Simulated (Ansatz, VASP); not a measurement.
**Two plane-wave programs on Mo**

```
Mo
1.0
    -1.63384    1.63384    1.50816
     1.63384   -1.63384    1.50816
     1.63384    1.63384   -1.50816
Mo
1
Direct
  0.00000 0.00000 0.00000
```

Change from the starting cell: strain +0.040 along x and y, -0.040 along z, atoms carried along.

Alike in both runs: task single point; functional PBE; k mesh 22 × 22 × 22; occupations gaussian, width 0.15 eV; no spin polarisation.

```csv
,VASP,Ansatz
version,VASP 6.6.1,Ansatz 0.2.0
potentials or method,"VASP PAW PBE potentials, release 64 (Mo_sv), cutoff 520 eV","scalar-relativistic, plane waves, PAW"
valence electrons in the cell,14,14
```

|  | VASP | Ansatz | Ansatz less VASP |
| --- | --- | --- | --- |
| gap on the k mesh at the Fermi level (eV) | none | none | - |
| pressure (GPa) | -3.6 | -4.1 | -0.52 |
| traceless stress, the component that is largest in VASP (GPa) | 15.06 | 15.08 | +0.013 |

A gap of «none» marks a metal or a gap that the smearing closes.
